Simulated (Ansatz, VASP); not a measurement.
One calculation of SiC, two programs

File POSCAR:

```
SiC
1.0
    3.0751950059      0.0000000000      0.0000000000
   -1.5375975029      2.6631969967      0.0000000000
    0.0000000000      0.0000000000      5.0481668544
Si C
2 2
Direct
    0.3333333333      0.6666666667      0.0046028828
    0.6666666667      0.3333333333      0.5046028828
    0.5509497907      0.8259729700      0.3803971172
    0.6666666667      0.3333333333      0.8803971172
```

INCAR.step1

```
PREC = Accurate ; ENCUT = 520
ISMEAR = 0 ; SIGMA = 0.05
LREAL = F ; LASPH = T
NELM = 60 ; NBANDS = 16
GGA = PE ; ALGO = Normal
EDIFF = 1E-4 ; LWAVE = T
LCHARG = F
```

File INCAR.step2:

```
PREC = Accurate ; ENCUT = 520
EDIFF = 1E-6 ; ISMEAR = 0
SIGMA = 0.05 ; LREAL = F
LASPH = T ; NELM = 60
ALGO = Normal ; ISIF = 2
LWAVE = F ; LCHARG = T
METAGGA = R2SCAN ; LMIXTAU = T
LELF = T ; LVHAR = T
NBANDS = 16 ; ISTART = 1
```

File KPOINTS:

```
regular mesh
0
Gamma
  12 12 6
```

Input for Ansatz:

```yaml
crystal:
  lattice:
    - [3.0751950059, 0.0, 0.0]
    - [-1.5375975029, 2.6631969967, 0.0]
    - [0.0, 0.0, 5.0481668544]
  atoms:
    - { symbol: Si, position: [0.3333333333, 0.6666666667, 0.0046028828] }
    - { symbol: Si, position: [0.6666666667, 0.3333333333, 0.5046028828] }
    - { symbol: C, position: [0.5509497907, 0.82597297, 0.3803971172] }
    - { symbol: C, position: [0.6666666667, 0.3333333333, 0.8803971172] }
basis:
  ecutwfc: 500
kpoints:
  mp_grid: { grid: [12, 12, 6] }
hamiltonian:
  xc: r2scan
scf:
  occupations: { method: gaussian, width: 0.05 }
output:
  forces: true
  stress: true
  eigenvalues: true
  write_density: true
  write_potential: true
  elf: true
  volumetric_format: npy
```

Alike in both runs: task single point; functional r2SCAN; k mesh 12 × 12 × 6; occupations gaussian, width 0.05 eV; no spin polarisation.

|  | VASP | Ansatz |
| --- | --- | --- |
| version | VASP 6.6.1 | Ansatz 0.2.0 |
| potentials or method | VASP PAW PBE potentials, release 64 (Si, C), cutoff 520 eV | scalar-relativistic, plane waves, PAW |
| valence electrons in the cell | 16 | 16 |

Ansatz gave:

- gap on the k mesh at the Fermi level (eV): 0.69
- least direct gap on the mesh (eV): 2.99
- pressure (GPa): 16.0
- traceless stress, the component that is largest in VASP (GPa): 21.52
- rms of the force components (eV/Å): 4.443

Question: Which values does VASP return?

Answer: gap on the k mesh at the Fermi level (eV): 0.69; least direct gap on the mesh (eV): 2.99; pressure (GPa): 15.6; traceless stress, the component that is largest in VASP (GPa): 21.26; rms of the force components (eV/Å): 4.412.

VASP's potentials were made for PBE, not for r2SCAN. Atom by atom the forces differ by 0.032 eV/Å (rms over components).
